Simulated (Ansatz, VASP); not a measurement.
**BiOs in VASP and in Ansatz**

```
Os Bi
1.0
     0.00000    2.71575    2.77117
     2.77117    0.00000    2.77117
     2.77117    2.71575    0.00000
Os Bi
1 1
Cartesian
  2.7712 2.7157 2.7712
  0.0000 0.0000 0.0000
```

Change from the starting cell: strain e2 = -0.02, atoms carried along.

Alike in both runs: task single point; functional r2SCAN; k mesh 10 × 10 × 10; occupations gaussian, width 0.05 eV; no spin polarisation.

```csv
,VASP,Ansatz
version,VASP 6.6.1,Ansatz 0.2.0
potentials or method,"VASP PAW PBE potentials, release 64 (Os, Bi_d), cutoff 520 eV","scalar-relativistic, plane waves, PAW"
valence electrons in the cell,23,31
```

|  | VASP | Ansatz | Ansatz less VASP |
| --- | --- | --- | --- |
| gap on the k mesh at the Fermi level (eV) | none | none | - |
| pressure (GPa) | 3.8 | 3.1 | -0.67 |
| traceless stress, the component that is largest in VASP (GPa) | 3.45 | 3.36 | -0.089 |

VASP's potentials were made for PBE, not for r2SCAN. A gap of «none» marks a metal or a gap that the smearing closes. VASP's potentials hold 23 valence electrons a cell and Ansatz's 31, so a difference there can come from the potentials and not from the codes.

Neither program's run includes spin-orbit coupling.
